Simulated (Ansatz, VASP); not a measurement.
InBiO: VASP beside Ansatz

File INCAR:

```
SYSTEM = InBiO
PREC = Accurate ; ENCUT = 520
EDIFF = 1E-6 ; ISMEAR = 0
SIGMA = 0.1 ; LREAL = .False.
LASPH = .True. ; NELM = 60
ALGO = Normal ; ISIF = 2
LWAVE = .False. ; LCHARG = .False.
GGA = PE ; NBANDS = 43
```

KPOINTS

```
Automatic mesh
0
Gamma
  6 6 2
  0 0 0
```

POSCAR

```
InBiO
1.0
    4.6266659400      0.0000000000      0.0000000000
   -2.3133329700      4.0068102400      0.0000000000
    0.0000000000      0.0000000000      7.5720313900
In Bi O
2 2 2
Direct
    0.6666666700      0.3333333300      0.2500000000
    0.3333333300      0.6666666700      0.7500000000
    0.0000000000      0.0000000000      0.0000000000
    0.0000000000      0.0000000000      0.5000000000
    0.6666666700      0.3333333300      0.7500000000
    0.3333333300      0.6666666700      0.2500000000
```

Input for Ansatz:

```yaml
crystal:
  lattice:
    - [4.62666594, 0.0, 0.0]
    - [-2.31333297, 4.00681024, 0.0]
    - [0.0, 0.0, 7.57203139]
  atoms:
    - { symbol: In, position: [0.66666667, 0.33333333, 0.25] }
    - { symbol: In, position: [0.33333333, 0.66666667, 0.75] }
    - { symbol: Bi, position: [0.0, 0.0, 0.0] }
    - { symbol: Bi, position: [0.0, 0.0, 0.5] }
    - { symbol: O, position: [0.66666667, 0.33333333, 0.75] }
    - { symbol: O, position: [0.33333333, 0.66666667, 0.25] }
basis:
  ecutwfc: 420
kpoints:
  mp_grid: { grid: [6, 6, 2] }
hamiltonian:
  xc: pbe
scf:
  occupations: { method: gaussian, width: 0.1 }
  lower_state_search: "off"
output:
  forces: true
  stress: true
  eigenvalues: true
```

Change from the starting cell: species swapped into the NdZnIn type (P6_3/mmc, No. 194).

Alike in both runs: task single point; functional PBE; k mesh 6 × 6 × 2; occupations gaussian, width 0.1 eV; no spin polarisation.

|  | VASP | Ansatz |
| --- | --- | --- |
| version | VASP 6.6.1 | Ansatz 0.2.0 |
| potentials or method | VASP PAW PBE potentials, release 64 (In_d, Bi_d, O), cutoff 520 eV | scalar-relativistic, plane waves, PAW |
| valence electrons in the cell | 68 | 68 |

VASP gave:

- gap on the k mesh at the Fermi level (eV): none
- pressure (GPa): -6.1
- traceless stress, the component that is largest in VASP (GPa): 4.82

**Question.** Which values does Ansatz return?

**Answer.** gap on the k mesh at the Fermi level (eV): none; pressure (GPa): -6.0; traceless stress, the component that is largest in VASP (GPa): 4.85.

A gap of «none» marks a metal or a gap that the smearing closes.

The k mesh is coarse, so the values compare programs but aren't converged. Spin-orbit coupling is off throughout.
